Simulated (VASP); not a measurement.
Runs of VASP 6.6.1 on ZrC. The structure is that of space group Fm-3m (No. 225), or close to it. The cells are those of the table. 

```csv
task,level,cell,cutoff (eV),gap on the mesh (eV),pressure (GPa),relaxed volume (Å³/atom)
single point,PBE+D4,"a = 3.313 Å, angles 60.0°, 2 atoms",520,none,0.3,-
relaxation of cell and atoms,PBE+D3(BJ),"relaxed from a = 3.345 Å, angles 60.0°, 2 atoms",600,none,-0.1,(a)
relaxation of cell and atoms,r2SCAN+rVV10,"relaxed from a = 3.345 Å, angles 60.0°, 2 atoms",600,none,0.0,13.03
relaxation of cell and atoms,PBE+D4,"relaxed from a = 3.345 Å, angles 60.0°, 2 atoms",600,none,-0.1,12.87
single point,r2SCAN+D4,"a = 3.326 Å, angles 60.0°, 2 atoms",520,none,(b),-
single point,PBE+D3(BJ),"a = 3.305 Å, angles 60.0°, 2 atoms",520,none,0.3,-
single point,r2SCAN+rVV10,"a = 3.326 Å, angles 60.0°, 2 atoms",520,none,0.4,-
relaxation of cell and atoms,r2SCAN+D4,"relaxed from a = 3.345 Å, angles 60.0°, 2 atoms",600,none,0.0,13.02
```

Alike in all rows: potentials or basis VASP PAW PBE potentials, release 64 (Zr_sv, C); no spin polarisation; k mesh 12 × 12 × 12; smearing methfessel-paxton 0.1 eV.

Problem. Fill in the values left out.

Solution. (a) 12.77; (b) 0.2.

Caveats: the PAW data sets were made with another functional, which shifts forces and pressure a little (at least some runs).

A k mesh can miss the band edges, and the runs leave out spin-orbit coupling on Zr.

A gap of «none» marks levels without a gap at the run's occupations.
